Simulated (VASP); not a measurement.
# PtSe2 (C2/m) in VASP: single point with PBE+D3(BJ)

Aim: the single point of PtSe2 with PBE+D3(BJ).

All numbers are computed with VASP 6.6.1; they aren't measurements. Logs are shortened: lines on timing, memory, paths and dates and some standing lists are left out, and cuts for length are marked.

**1. The cell of the first run**

The typed cell holds 6 atoms: a = 3.772 Å, b = 4.821 Å, c = 6.533 Å, α = 89.95°, β = 90.00°, γ = 90.00°.

**2. Single point, PBE+D3(BJ)**

INCAR reads:

```
PREC     = Accurate       # precision mode
ENCUT    = 500            # plane-wave cutoff, eV
EDIFF    = 1E-6           # SCF threshold, eV
ISMEAR   = 0              # smearing method
SIGMA    = 0.1            # smearing width, eV
LREAL    = F              # projectors in reciprocal space
LASPH    = T              # aspherical terms in the spheres
NELM     = 120            # most SCF steps
ALGO     = Normal         # electronic algorithm
ISIF     = 2              # what is computed and relaxed
LWAVE    = F              # write WAVECAR
LCHARG   = F              # write CHGCAR
GGA      = PE             # functional
IVDW     = 12             # dispersion correction
NBANDS   = 31             # bands
GGA_COMPAT= F
```

KPOINTS reads:

```
regular mesh
0
Gamma
  10 8 6
```

POSCAR reads:

```
PtSe2
1.0
   -3.7724784625      0.0000000000      0.0000000000
    0.0000000000     -0.0022910574     -4.8210877854
    0.0000000000     -6.5332529439     -0.0029193364
Pt Se
2 4
Direct
    0.0000000000      0.0000000000      0.0000000000
    0.5000000000      0.0000000000      0.5000000000
    0.0000000000     -0.2653975332     -0.3330780704
   -0.5000000000     -0.7346024668     -0.1669219296
    0.5000000000     -0.2653975332      0.1669219296
    0.0000000000     -0.7346024668      0.3330780704
```

Potentials or basis: VASP PAW PBE potentials, release 64 (Pt, Se).

On the command line:

```bash
> cat potpaw_PBE.64/Pt/POTCAR potpaw_PBE.64/Se/POTCAR > POTCAR
> mpirun -np 1 vasp_std > vasp.out
```

OUTCAR:

```text
PREC = Accurate
   ENCUT = 500
   EDIFF = 1E-6
   ISMEAR = 0
   LREAL = F
   LASPH = T
   NELM = 120
   ISIF = 2
   GGA = PE
   IVDW = 12
 IVDW          = 12

 ion  position               nearest neighbor table
   1  0.000  0.000  0.000-   3 2.53   6 2.53   5 2.53   4 2.53   4 2.53   5 2.53
   2  0.500  0.000  0.500-   4 2.53   5 2.53   3 2.53   6 2.53   3 2.53   6 2.53
   3  0.000  0.735  0.667-   1 2.53   2 2.53   2 2.53
   4  0.500  0.265  0.833-   2 2.53   1 2.53   1 2.53
   5  0.500  0.735  0.167-   2 2.53   1 2.53   1 2.53
   6  0.000  0.265  0.333-   1 2.53   2 2.53   2 2.53

  LATTYP: Found a simple monoclinic cell.
 ALAT       =     4.8210883298
 B/A-ratio  =     0.7824951970
 C/A-ratio  =     1.3551408208
 COS(beta)  =    -0.0009220584

  Lattice vectors:

 A1 = (   0.0000000000,  -0.0022910574,  -4.8210877854)
 A2 = (  -3.7724784625,   0.0000000000,   0.0000000000)
 A3 = (   0.0000000000,   6.5332529439,   0.0029193364)

Analysis of symmetry for initial positions (statically):
=====================================================================
 Subroutine PRICEL returns following result:

  LATTYP: Found a base centered monoclinic cell.
 ALAT       =     6.5332535961
 B/A-ratio  =     0.5774272201
 C/A-ratio  =     0.7379306893
 COS(beta)  =    -0.0009220584

  Lattice vectors:

 A1 = (  -1.8862392313,   3.2666264720,   0.0014596682)
 A2 = (   1.8862392313,   3.2666264719,   0.0014596682)
 A3 = (   0.0000000000,  -0.0022910574,  -4.8210877854)

   2 primitive cells build up your supercell.

 Routine SETGRP: Setting up the symmetry group for a
 simple monoclinic supercell.

 Subroutine GETGRP returns: Found  4 space group operations
 (whereof  4 operations were pure point group operations)
 out of a pool of  4 trial point group operations.

The static configuration has the point symmetry C_2h.

Analysis of symmetry for dynamics (positions and initial velocities):
=====================================================================
 Subroutine PRICEL returns following result:

  LATTYP: Found a base centered monoclinic cell.
 ALAT       =     6.5332535961
 B/A-ratio  =     0.5774272201
 C/A-ratio  =     0.7379306893
 COS(beta)  =    -0.0009220584

  Lattice vectors:

 A1 = (  -1.8862392313,   3.2666264720,   0.0014596682)
 A2 = (   1.8862392313,   3.2666264719,   0.0014596682)
 A3 = (   0.0000000000,  -0.0022910574,  -4.8210877854)

[... 111 lines left out ...]
   EDIFF  = 0.1E-05   stopping-criterion for ELM
   LREAL  =      F    real-space projection
   EDIFFG = 0.1E-04   stopping-criterion for IOM
   NSW    =      0    number of steps for IOM
   IBRION =     -1    ionic relax: 0-MD 1-quasi-New 2-CG
   NFREE  =      0    steps in history (QN), initial steepest desc. (CG)
   ISIF   =      2    stress and relaxation
   ISYM   =      2    0-nonsym 1-usesym 2-fastsym
   POTIM  = 0.5000    time-step for ionic-motion
   TEBEG  =    0.0;   TEEND  =   0.0 temperature during run
   PSTRESS=    0.0 pullay stress
   NELECT =      44.0000    total number of electrons
   NUPDOWN=      -1.0000    fix difference up-down
   EMIN   =  10.00;   EMAX   =-10.00  energy-range for DOS
   EFERMI =   0.00;   METHOD = LEGACY
   ISMEAR =     0;   SIGMA  =   0.10  broadening in eV -4-tet -1-fermi 0-gaus
   EFERMI_NEDOS =   21; number of points for ismear=-14 and -15
   IALGO  =     38    algorithm
   IMIX   =      4    mixing-type and parameters
     AMIX     =   0.40;   BMIX     =  1.00
     AMIX_MAG =   1.60;   BMIX_MAG =  1.00
  volume/ion in A,a.u.               =      19.80       133.64
  Fermi-wavevector in a.u.,A,eV,Ry     =   1.175598  2.221557 18.803653  1.382030
  Thomas-Fermi vector in A             =   2.311975
   LORBIT       =      0    0 simple, 1 ext, 2 COOP (PROOUT), +10 PAW based schemes
   GGA     = PE    functional components
   LHFCALC =     F    Hartree Fock is set to
   AEXX    =    0.0000 exact exchange contribution
   IVDW    =    12    specifies the selected vdW correction
   LEPSILON=     F    determine dielectric tensor
   LRPA    =     F    only Hartree local field effects (RPA)
 non-spin polarized calculation
 Gauss-broadening in eV      SIGMA  =   0.10
  energy-cutoff  :      500.00
  volume of cell :      118.82
 maximum number of plane-waves:      3052
 NGX is ok and might be reduce to    28
   NGX = 13   NGY = 17   NGZ = 23

 number of electron      44.0000000 magnetization

 Free energy of the ion-electron system (eV)
  ---------------------------------------------------
  ext. energy  EPLUGINS =         0.00000000
  ---------------------------------------------------
  free energy    TOTEN  =       -28.39688490 eV

  energy without entropy =      -28.38897772  energy(sigma->0) =      -28.39293131

 E-fermi :   6.7042     XC(G=0): -10.8232

 val. band max:        6.6987051566   @ k =   0.1000  -0.2500   0.1667
 cond. band min:       6.7105284629   @ k =   0.3000   0.1250   0.3333
 fundamental gap:      0.0118233063
 Fermi energy:         6.7041525212

 k-point     1 :       0.0000    0.0000    0.0000
  band No.  band energies     occupation
      1      -8.9563      2.00000
      2      -7.1827      2.00000
      3      -6.8999      2.00000
      4      -5.8580      2.00000
      5      -0.4014      2.00000
      6      -0.3952      2.00000
[... 805 lines left out ...]
     30      13.3481      0.00000
     31      14.2155      0.00000

 [... further k-points ...]

------------------------ aborting loop because EDIFF is reached ----------------------------------------

 Edisp (eV)   -2.93993

 E8    (eV) :    -1.2631

  FORCE on cell =-STRESS in cart. coord.  units (eV):
  Direction    XX          YY          ZZ          XY          YZ          ZX
  --------------------------------------------------------------------------------------
  -------------------------------------------------------------------------------------
  Total      -0.01735    -0.01622    -0.02889     0.00000    -0.00056     0.00000
  in kB      -0.23392    -0.21874    -0.38957     0.00000    -0.00754     0.00000
  external pressure =       -0.28 kB  Pullay stress =        0.00 kB

 VOLUME and BASIS-vectors are now :
 -----------------------------------------------------------------------------
  energy-cutoff  :      500.00
  volume of cell :      118.82
      direct lattice vectors                 reciprocal lattice vectors
    -3.772478463  0.000000000  0.000000000    -0.265077723  0.000000000  0.000000000
     0.000000000 -0.002291057 -4.821087785     0.000000000  0.000092685 -0.207422112
     0.000000000 -6.533252944 -0.002919336     0.000000000 -0.153063140  0.000072738

 POSITION                                       TOTAL-FORCE (eV/Angst)
 -----------------------------------------------------------------------------------
      0.00000      0.00000      0.00000        -0.000000     -0.000000     -0.000000
     -1.88624     -3.26663     -0.00146         0.000000     -0.000000     -0.000000
      0.00000     -4.35885     -3.54353        -0.000000      0.000003      0.005783
     -1.88624     -5.44332     -1.28194         0.000000     -0.000003     -0.005783
     -1.88624     -1.09223     -3.54207        -0.000000      0.000003      0.005783
      0.00000     -2.17669     -1.28048        -0.000000     -0.000003     -0.005783
 -----------------------------------------------------------------------------------
    total drift:                               -0.000000     -0.000000      0.000000

  FREE ENERGIE OF THE ION-ELECTRON SYSTEM (eV)
  ---------------------------------------------------
  free  energy   TOTEN  =       -31.3368139435 eV

  energy  without entropy=      -31.3289067577  energy(sigma->0) =      -31.33286035
```

stdout:

```text
POSCAR found type information on POSCAR PtSe
 POSCAR found :  2 types and       6 ions
 scaLAPACK will be used
 LDA part: xc-table for (Slater+PW92), standard interpolation
 POSCAR, INCAR and KPOINTS ok, starting setup
 FFT: planning ... GRIDC
 FFT: planning ... GRID_SOFT
 FFT: planning ... GRID
 WAVECAR not read
 entering main loop
```

Run time: 5.7 min. Hardware: 1 thread of Oxide Virtual Turin-like, shared host; peak memory 0.52 GiB.

What came out:

* Free energy: -31.3368 eV
* Pressure: 0.0 GPa
* Largest force: 0.006 eV/Å
* Band gap on the k mesh: zero (bands 22 and 23 overlap by 0.64 eV)
* Dispersion energy per atom: -0.490 eV

Forces on the atoms (eV/Å):
```
Pt   0.000  0.000  0.000
Pt   0.000  0.000  0.000
Se   0.000  0.000  0.006
Se   0.000  0.000 -0.006
Se   0.000  0.000  0.006
Se   0.000  0.000 -0.006
```

Caveat: spin-orbit coupling is left out, which moves the levels of the heavy elements.
